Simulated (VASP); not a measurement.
Runs of VASP 6.6.1 on Hf3N2. The structure is that of space group R-3m (No. 166), or close to it. The cells are those of the table. 

```tsv
task	cell	k mesh	cutoff (eV)	smearing	gap on the mesh (eV)	pressure (GPa)	relaxed volume (Å³/atom)	largest force (eV/Å)
single point	a = 7.972 Å, angles 23.1°, 5 atoms	12 × 12 × 12	520	fermi-dirac 0.05 eV	none	-3.6	-	0.31
relaxation of cell and atoms	relaxed from a = 7.972 Å, angles 23.1°, 5 atoms	6 × 6 × 6	600	gaussian 0.1 eV	none	-0.1	13.53	0.01
relaxation of cell and atoms	relaxed from a = 7.972 Å, angles 23.1°, 5 atoms	3 × 3 × 3	600	gaussian 0.1 eV	none	0.0	(a)	-
single point	a = 7.972 Å, angles 23.1°, 5 atoms	12 × 12 × 12	520	gaussian 0.5 eV	none	-3.6	-	0.45
single point	a = 7.926 Å, angles 23.2°, 5 atoms	12 × 12 × 12	520	gaussian 0.1 eV	none	-1.4	-	0.07
single point	a = 7.923 Å, angles 23.2°, 5 atoms	6 × 6 × 6	520	gaussian 0.1 eV	none	-1.4	-	(b)
single point	a = 7.972 Å, angles 23.1°, 5 atoms	12 × 12 × 12	520	gaussian 0.2 eV	none	-3.6	-	(c)
single point	a = 7.972 Å, angles 23.1°, 5 atoms	12 × 12 × 12	520	methfessel-paxton 0.01 eV	none	-3.6	-	0.31
single point	a = 7.949 Å, angles 23.2°, 5 atoms	3 × 3 × 3	520	gaussian 0.1 eV	none	-1.4	-	0.07
relaxation of cell and atoms	relaxed from a = 7.972 Å, angles 23.1°, 5 atoms	1 × 1 × 1	600	gaussian 0.1 eV	3.14	0.0	13.02	-
single point	a = 6.830 Å, angles 28.9°, 5 atoms	1 × 1 × 1	520	gaussian 0.1 eV	3.00	-3.1	-	0.45
```

Alike in all rows: level PBEsol; potentials or basis VASP PAW PBE potentials, release 64 (Hf_pv, N); no spin polarisation.

Problem. Fill in the values left out.

Solution. (a) 13.58; (b) 0.08; (c) 0.32.

Caveats: some runs use coarse meshes; the PAW data sets were made with another functional, which shifts forces and pressure a little; spin-orbit coupling is left out, which moves the levels of the heavy elements.

A k mesh can miss the band edges, and the runs leave out spin-orbit coupling on Hf.

A gap of «none» marks levels without a gap at the run's occupations.
